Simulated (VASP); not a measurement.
A run of VASP 6.6.1:

Contents of INCAR:

```
SYSTEM = SiO2
PREC = Accurate ; ENCUT = 520
EDIFF = 1E-6 ; ISMEAR = 0
SIGMA = 0.1 ; LREAL = .FALSE.
LASPH = .TRUE. ; NELM = 80
ALGO = Normal ; ISIF = 2
LWAVE = .FALSE. ; LCHARG = .FALSE.
GGA = PE ; NBANDS = 25
```

File KPOINTS:

```
regular mesh
0
G
  4 4 6
  0 0 0
```

Contents of POSCAR:

```
SiO2
1.0
    4.2340035729      0.0000000000      0.0000000000
    0.0000000000      4.2340035729      0.0000000000
    0.0000000000      0.0000000000      2.6916028628
Si O
2 4
Direct
    0.0000000000      0.0000000000      0.0000000000
    0.5000000000      0.5000000000      0.5000000000
    0.3068402156      0.3068402156      0.0000000000
    0.1931597844      0.8068402156      0.5000000000
    0.6931597844      0.6931597844      0.0000000000
    0.8068402156      0.1931597844      0.5000000000
```

Potentials or basis: VASP PAW PBE potentials, release 64 (Si, O).

The run is started by

```sh
$ cat potpaw_PBE.64/Si/POTCAR potpaw_PBE.64/O/POTCAR > POTCAR
$ mpirun -np 1 vasp_std > vasp.out
```

Hardware: 1 thread of AMD EPYC 9R45 96-Core Processor (Zen 5), on a shared host.

Problem. How long does it take, and how much memory?

Solution. Run time: 12 s on 1 thread of AMD EPYC 9R45 96-Core Processor (Zen 5), on a shared host, peak memory 0.13 GiB. Counts: scf iterations 13, k points 24.
